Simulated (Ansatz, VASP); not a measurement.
## Gd: VASP beside Ansatz

INCAR

```
  PREC = Accurate
  ENCUT = 520
  EDIFF = 1E-7
  ISMEAR = -1
  SIGMA = 0.03
  LREAL = F
  LASPH = T
  NELM = 150
  ALGO = Normal
  ISIF = 2
  LWAVE = F
  LCHARG = F
  ISPIN = 2
  MAGMOM = 7
  LORBIT = 11
  LMAXMIX = 6
  GGA = PE
  NBANDS = 19
```

Contents of KPOINTS:

```
regular mesh
0
Gamma
  10 10 10
```

File POSCAR:

```
Gd
1.0
   -2.0250000000      2.0250000000      2.0250000000
    2.0250000000     -2.0250000000      2.0250000000
    2.0250000000      2.0250000000     -2.0250000000
Gd
1
Direct
    0.0000000000      0.0000000000      0.0000000000
```

Input for Ansatz:

```yaml
crystal:
  lattice:
    - [-2.025, 2.025, 2.025]
    - [2.025, -2.025, 2.025]
    - [2.025, 2.025, -2.025]
  atoms:
    - { symbol: Gd, position: [0.0, 0.0, 0.0], spin: 7.0 }
magnetization:
  spin_polarized: true
kpoints:
  mp_grid: { grid: [10, 10, 10] }
scf:
  occupations: { method: fermi_dirac, width: 0.03 }
hamiltonian:
  xc: pbe
  pseudopotentials: { kind: paw }
output:
  forces: true
  stress: true
  eigenvalues: true
```

Alike in both runs: task single point; functional PBE; k mesh 10 × 10 × 10; occupations fermi-dirac, width 0.03 eV; collinear spin.

```csv
,VASP,Ansatz
version,VASP 6.6.1,Ansatz 0.2.0
potentials or method,"VASP PAW PBE potentials, release 64 (Gd)","PAW with Ansatz's default frozen-core files, scalar-relativistic"
plane-wave cutoff (eV),520,420
valence electrons in the cell,18,18
```

|  | VASP | Ansatz | Ansatz less VASP |
| --- | --- | --- | --- |
| pressure (GPa) | -0.2 | -0.2 | 0.00 |
| net moment per atom (μB) | 7.67 | 7.67 | -0.007 |
| size of the moment on the site where the two differ most (μB) | 7.03 | 7.37 | +0.340 |

Site moments also hang on the region over which each program counts them. With one functional, cell and mesh, what is left measures potentials, basis and numerics.

Neither program's run includes spin-orbit coupling.
